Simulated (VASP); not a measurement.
BiAu: single point with PBE

BiAu:

```
CELL_PARAMETERS angstrom
0.00000 2.84510 2.84510
2.84510 0.00000 2.84510
2.84510 2.84510 0.00000
ATOMIC_POSITIONS crystal
Au 0.50000 0.50000 0.50000
Bi 0.00000 0.00000 0.00000
```

```json
{"Program": "VASP 6.6.1", "Task": "single point", "Functional": "PBE", "Potentials or basis": "VASP PAW PBE potentials, release 64 (Au, Bi_d)", "Cutoff": "520 eV", "k mesh": "10 × 10 × 10", "Occupations": "gaussian, width 0.05 eV", "Spin": "no spin polarisation"}
```

- Pressure: 12.8 GPa
- Band gap on the k mesh: zero (band 13 reaches 12.50 eV, above the bottom of band 14 at 6.70 eV)

Levels at points of the mesh, in eV from the Fermi level:
```tsv
k point	band 10	band 11	band 12	band 13	band 14	band 15	band 16	band 17
(0.00, 0.00, 0.00)	-4.79	-4.79	1.10	1.10	1.10	1.73	7.12	9.02
(0.50, 0.00, 0.00)	-4.52	-4.52	-4.00	3.34	3.42	3.42	5.19	5.19
(0.50, 0.50, 0.00)	-4.30	-4.30	-3.38	-1.70	-1.70	-1.15	6.16	12.06
```

It took 35 s on 1 thread of Intel(R) Xeon(R) Platinum 8375C CPU @ 2.90GHz (Ice Lake), with other jobs on the host, peak memory 0.19 GiB.

Caveat: spin-orbit coupling is left out, which moves the levels of the heavy elements.
